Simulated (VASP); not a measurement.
# Te (P3_121) in VASP: notebook, part 2 of 2

VASP 6.6.1. The steps go on from the part before.

**3. Single point, r2SCAN (strain +2.9%)**

POSCAR reads:

```
Te
1.0
    4.6000299502      0.0000000000      0.0000000000
   -2.3000149751      3.9837427951      0.0000000000
    0.0000000000      0.0000000000      6.1200709249
Te
3
Direct
    0.2482171720      0.0000000000      0.3333333333
    0.0000000000      0.2482171720      0.6666666667
    0.7517828280      0.7517828280      0.0000000000
```

INCAR.step1 reads:

```
SYSTEM = Te
ALGO = Normal
EDIFF = 1E-4
ENCUT = 520
GGA = PE
ISMEAR = -1
LASPH = .TRUE.
LCHARG = .FALSE.
LREAL = .FALSE.
LWAVE = .TRUE.
NBANDS = 16
NELM = 80
PREC = Accurate
SIGMA = 0.02
```

INCAR.step2 reads:

```
SYSTEM = Te
ALGO = Normal
EDIFF = 1E-7
ENCUT = 520
ISIF = 2
ISMEAR = -1
ISTART = 1
LASPH = .TRUE.
LCHARG = .FALSE.
LMIXTAU = .TRUE.
LREAL = .FALSE.
LWAVE = .FALSE.
METAGGA = R2SCAN
NBANDS = 16
NELM = 80
PREC = Accurate
SIGMA = 0.02
```

KPOINTS reads:

```
k-points
0
G
  6 6 4
  0 0 0
```

Potentials or basis: VASP PAW PBE potentials, release 64 (Te).

Launch:

```
> cat potpaw_PBE.64/Te/POTCAR > POTCAR
> cp INCAR.step1 INCAR
> mpirun -np 1 vasp_std > vasp.out
> cp INCAR.step2 INCAR
> mpirun -np 1 vasp_std > vasp.out
```

OUTCAR:

```text
SYSTEM = Te
   EDIFF = 1E-7
   ENCUT = 520
   ISIF = 2
   ISMEAR = -1
   ISTART = 1
   LASPH = .TRUE.
   LREAL = .FALSE.
   METAGGA = R2SCAN
   NELM = 80
   PREC = Accurate

 ion  position               nearest neighbor table
   1  0.248  0.000  0.333-   3 2.84   2 2.84   3 3.67   3 3.67   2 3.67   2 3.67
   2  0.000  0.248  0.667-   3 2.84   1 2.84   3 3.67   3 3.67   1 3.67   1 3.67
   3  0.752  0.752  0.000-   1 2.84   2 2.84   1 3.67   2 3.67   2 3.67   1 3.67

  LATTYP: Found a hexagonal cell.
 ALAT       =     4.6000299502
 C/A-ratio  =     1.3304415387

  Lattice vectors:

 A1 = (   4.6000299502,   0.0000000000,   0.0000000000)
 A2 = (  -2.3000149751,   3.9837427951,   0.0000000000)
 A3 = (   0.0000000000,   0.0000000000,   6.1200709249)

Analysis of symmetry for initial positions (statically):
=====================================================================
 Subroutine PRICEL returns:
 Original cell was already a primitive cell.

 Routine SETGRP: Setting up the symmetry group for a
 hexagonal supercell.

 Subroutine GETGRP returns: Found  6 space group operations
 (whereof  2 operations were pure point group operations)
 out of a pool of 24 trial point group operations.

The static configuration has the point symmetry C_2 .
 The point group associated with its full space group is D_3 .

Analysis of symmetry for dynamics (positions and initial velocities):
=====================================================================
 Subroutine PRICEL returns:
 Original cell was already a primitive cell.

 Routine SETGRP: Setting up the symmetry group for a
 hexagonal supercell.

 Subroutine GETGRP returns: Found  6 space group operations
 (whereof  2 operations were pure point group operations)
 out of a pool of 24 trial point group operations.

The dynamic configuration has the point symmetry C_2 .
 The point group associated with its full space group is D_3 .

 Subroutine INISYM returns: Found  6 space group operations
 (whereof  2 operations are pure point group operations),
[... 116 lines left out ...]
     AMIX     =   0.40;   BMIX     =  1.00
     AMIX_MAG =   1.60;   BMIX_MAG =  1.00
  volume/ion in A,a.u.               =      37.38       252.28
  Fermi-wavevector in a.u.,A,eV,Ry     =   0.889671  1.681235 10.769213  0.791515
  Thomas-Fermi vector in A             =   2.011262
   LORBIT       =      0    0 simple, 1 ext, 2 COOP (PROOUT), +10 PAW based schemes
   METAGGA = R2SCAN    functional components
   LHFCALC =     F    Hartree Fock is set to
   AEXX    =    0.0000 exact exchange contribution
   IVDW    =     0    specifies the selected vdW correction
   LEPSILON=     F    determine dielectric tensor
   LRPA    =     F    only Hartree local field effects (RPA)
 non-spin polarized calculation
  energy-cutoff  :      520.00
  volume of cell :      112.15
 maximum number of plane-waves:      3047
 NGX is ok and might be reduce to    36
   NGX = 17   NGY = 17   NGZ = 23

 number of electron      18.0000000 magnetization

 Free energy of the ion-electron system (eV)
  ---------------------------------------------------
  ext. energy  EPLUGINS =         0.00000000
  ---------------------------------------------------
  free energy    TOTEN  =       -76.22075999 eV

  energy without entropy =      -76.22075325  energy(sigma->0) =      -76.22075662

 E-fermi :   4.6662     XC(G=0):  -9.0143

 val. band max:        4.5071572449   @ k =   0.3333   0.3333   0.5000
 cond. band min:       4.8112804520   @ k =   0.3333   0.3333   0.5000
 fundamental gap:      0.3041232071
 Fermi energy:         4.6661553856

 k-point     1 :       0.0000    0.0000    0.0000
  band No.  band energies     occupation
      1      -9.0847      2.00000
      2      -5.8604      2.00000
      3      -5.8604      2.00000
      4       1.6618      2.00000
      5       1.6961      2.00000
      6       1.6961      2.00000
[... 433 lines left out ...]
      3      -5.2258      2.00000
      4      -0.3879      2.00000
      5       0.0562      2.00000
      6       0.0562      2.00000
[... 8 lines left out ...]
     15      11.6937      0.00000
     16      12.0647      0.00000

------------------------ aborting loop because EDIFF is reached ----------------------------------------

  FORCE on cell =-STRESS in cart. coord.  units (eV):
  Direction    XX          YY          ZZ          XY          YZ          ZX
  --------------------------------------------------------------------------------------
  -------------------------------------------------------------------------------------
  Total       -0.3188669     -0.3188669     -1.4329142      0.0000000      0.0000000     -0.0000000
  in kB       -4.5552433     -4.5552433    -20.4702127      0.0000000      0.0000000     -0.0000000
  external PRESSURE =      -9.8602331 kB  Pullay stress =       0.0000000 kB

 VOLUME and BASIS-vectors are now :
 -----------------------------------------------------------------------------
  energy-cutoff  :      520.00
  volume of cell :      112.15
      direct lattice vectors                 reciprocal lattice vectors
     4.600029950  0.000000000  0.000000000     0.217389889  0.125510111  0.000000000
    -2.300014975  3.983742795  0.000000000     0.000000000  0.251020222  0.000000000
     0.000000000  0.000000000  6.120070925     0.000000000  0.000000000  0.163396799

 POSITION                                       TOTAL-FORCE (eV/Angst)
 -----------------------------------------------------------------------------------
      1.14181      0.00000      2.04002        -0.000105      0.000000     -0.000000
     -0.57090      0.98883      4.08005         0.000053     -0.000091      0.000000
      1.72911      2.99491      0.00000         0.000053      0.000091      0.000000
 -----------------------------------------------------------------------------------
    total drift:                               -0.000000     -0.000001      0.000000

  FREE ENERGIE OF THE ION-ELECTRON SYSTEM (eV)
  ---------------------------------------------------
  free  energy   TOTEN  =       -76.2207599932 eV

  energy  without entropy=      -76.2207532510  energy(sigma->0) =      -76.22075662
```

OUTCAR.step1:

```text
SYSTEM = Te
   EDIFF = 1E-4
   ENCUT = 520
   GGA = PE
   ISMEAR = -1
   LASPH = .TRUE.
   LREAL = .FALSE.
   NELM = 80
[... 678 lines left out ...]
      1.14181      0.00000      2.04002         0.226759      0.000000      0.000000
     -0.57090      0.98883      4.08005        -0.113380      0.196379      0.000000
      1.72911      2.99491      0.00000        -0.113380     -0.196379      0.000000
 -----------------------------------------------------------------------------------
    total drift:                                0.000000     -0.000000      0.000000

  FREE ENERGIE OF THE ION-ELECTRON SYSTEM (eV)
  ---------------------------------------------------
  free  energy   TOTEN  =        -9.3849032070 eV

  energy  without entropy=       -9.3846499351  energy(sigma->0) =       -9.38477657
```

Run time: 4.1 min. Hardware: 1 thread of Intel Xeon Platinum 8375C at 2.90GHz (Ice Lake), shared host; peak memory 0.26 GiB.

What came out:

- Free energy: -76.2208 eV
- Pressure: -1.0 GPa
- Band gap on the k mesh: 0.30 eV

Stress tensor (GPa, compression positive):
```
-0.46  0.00  0.00
 0.00 -0.46  0.00
 0.00  0.00 -2.05
```

Levels at points of the mesh, in eV from the valence-band top:
```
           k point  band 6  band 7  band 8  band 9  band 10  band 11  band 12  band 13
(0.00, 0.00, 0.00)   -2.81   -1.41   -1.41   -0.40     1.26     1.26     2.07     5.52
(0.50, 0.00, 0.00)   -3.06   -2.99   -1.17   -0.81     1.36     1.63     3.72     4.01
(0.00, 0.00, 0.50)   -2.46   -1.21   -0.95   -0.95     0.87     1.20     1.20     4.83
(0.50, 0.00, 0.50)   -3.44   -1.91   -1.64   -0.17     1.00     2.08     2.73     5.15
```

Caveat: the cell differs from its parent crystal (strain +2.9%); the PAW data sets were made with another functional, which shifts forces and pressure a little; spin-orbit coupling is left out, which moves the levels of the heavy elements.
